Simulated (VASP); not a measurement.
Set up this calculation in VASP 6.6.1, as the native input.

| Item | Value |
| --- | --- |
| Task | single point |
| Functional | PBE |
| Potentials or basis | VASP PAW PBE potentials, release 64 (Li_sv, Al, O) |
| Cutoff | 520 eV |
| k mesh | 6 × 6 × 4 |
| Occupations | gaussian, width 0.1 eV |
| Spin | no spin polarisation |
| Dipole correction | no |
| Further INCAR settings | ALGO = Normal; EDIFF = 1e-06; NBANDS = 21 |

The structure of LiAlO lies in POSCAR:

```
LiAlO
1.0
    3.5087469625      0.0000000000      0.0000000000
    0.0000000000      3.5087469625      0.0000000000
    0.0000000000      0.0000000000      6.6103391483
Li Al O
2 2 2
Direct
    0.5000000000      0.0000000000      0.4131677642
    0.0000000000      0.5000000000      0.5868322358
    0.5000000000      0.0000000000      0.8709353486
    0.0000000000      0.5000000000      0.1290646514
    0.0000000000      0.0000000000      0.0000000000
    0.5000000000      0.5000000000      0.0000000000
```

The input as run:

INCAR

```
ALGO = Normal ; EDIFF = 1E-6
ENCUT = 520 ; GGA = PE
ISIF = 2 ; ISMEAR = 0
LASPH = T ; LCHARG = F
LREAL = F ; LWAVE = F
NBANDS = 21 ; NELM = 60
PREC = Accurate ; SIGMA = 0.1
```

KPOINTS

```
k-points
0
Gamma
  6 6 4
```

Potentials or basis: VASP PAW PBE potentials, release 64 (Li_sv, Al, O).

Launch:

```console
$ cat potpaw_PBE.64/Li_sv/POTCAR potpaw_PBE.64/Al/POTCAR potpaw_PBE.64/O/POTCAR > POTCAR
$ mpirun -np 1 vasp_std > vasp.out
```

Results of the run:

| Property | Result |
| --- | --- |
| Largest force | 0.012 eV/Å |
| Band gap on the k mesh | 0.16 eV, direct |

It took 25 s on 1 thread of Intel(R) Xeon(R) 6975P-C (Granite Rapids), on a shared host, peak memory 0.19 GiB.
